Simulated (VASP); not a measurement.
A run of VASP 6.6.1:

The input INCAR:

```
SYSTEM = Ti4C
ALGO = Normal ; DIPOL = 0.5 0.5 0.380
EDIFF = 1E-7 ; ENCUT = 520
GGA = PE ; IDIPOL = 3
ISIF = 2 ; ISMEAR = 0
LASPH = .TRUE. ; LCHARG = .FALSE.
LDIPOL = .TRUE. ; LREAL = .FALSE.
LWAVE = .FALSE. ; NBANDS = 34
NELM = 100 ; PREC = Accurate
SIGMA = 0.1
```

The input KPOINTS:

```
k-points
0
G
  9 9 1
  0 0 0
```

The input POSCAR:

```
Ti4C
1.0
    2.9384580613      0.0000000000      0.0000000000
   -1.4692290307      2.5447793290      0.0000000000
    0.0000000000      0.0000000000     22.4046135985
Ti C
4 1
Direct
    0.6666666666      0.3333333333      0.1785346568
    0.3333333334      0.6666666667      0.2823220753
    0.6666666666      0.3333333333      0.3901862329
    0.3333333334      0.6666666667      0.4867128616
    0.5000000000      1.0000000000      0.5605892649
```

Potentials or basis: VASP PAW PBE potentials, release 64 (Ti_sv, C).

Run with:

```console
$ cat potpaw_PBE.64/Ti_sv/POTCAR potpaw_PBE.64/C/POTCAR > POTCAR
$ mpirun -np 1 vasp_std > vasp.out
```

Hardware: 1 thread of AMD EPYC 9R45 96-Core Processor (Zen 5) (shared host).

Task: How long does it take, and how much memory?

Result: Run time: 3.7 min on 1 thread of AMD EPYC 9R45 96-Core Processor (Zen 5), with other jobs on the host, peak memory 0.33 GiB. Counts: scf iterations 32, k points 25.
